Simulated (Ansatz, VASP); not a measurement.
One calculation of TiB6, two programs

```xyz
7
Lattice="4.0504 0.0000 0.0000 0.0000 4.0504 0.0000 0.0000 0.0000 4.0504" Properties=species:S:1:pos:R:3 pbc="T T T"
Ti    0.0000    0.0000    0.0000
B     3.2485    2.0252    2.0252
B     0.8019    2.0252    2.0252
B     2.0252    2.0252    3.2485
B     2.0252    2.0252    0.8019
B     2.0252    0.8019    2.0252
B     2.0252    3.2485    2.0252
```

Change from the starting cell: species swapped into the YbB6 type (Pm-3m, No. 221).

Alike in both runs: functional PBE; k mesh 4 × 4 × 4; occupations gaussian, width 0.1 eV; no spin polarisation.

Ansatz relaxed the structure, and its values are those at the end. VASP's run is a single point on that final structure, the one shown.

|  | VASP | Ansatz |
| --- | --- | --- |
| version | VASP 6.6.1 | Ansatz 0.2.0 |
| potentials or method | VASP PAW PBE potentials, release 64 (Ti_sv, B), cutoff 520 eV | scalar-relativistic, plane waves, PAW |
| valence electrons in the cell | 30 | 30 |

Ansatz gave:

| Property | Result |
| --- | --- |
| gap on the k mesh at the Fermi level (eV) | none |
| pressure (GPa) | 0.3 |
| rms of the force components (eV/Å) | 0.005 |

**Question.** What did VASP give for the same quantities?

**Answer.** gap on the k mesh at the Fermi level (eV): none; pressure (GPa): 0.3; rms of the force components (eV/Å): 0.015.

A gap of «none» marks a metal or a gap that the smearing closes.

The k mesh is coarse, so the values compare programs but aren't converged.
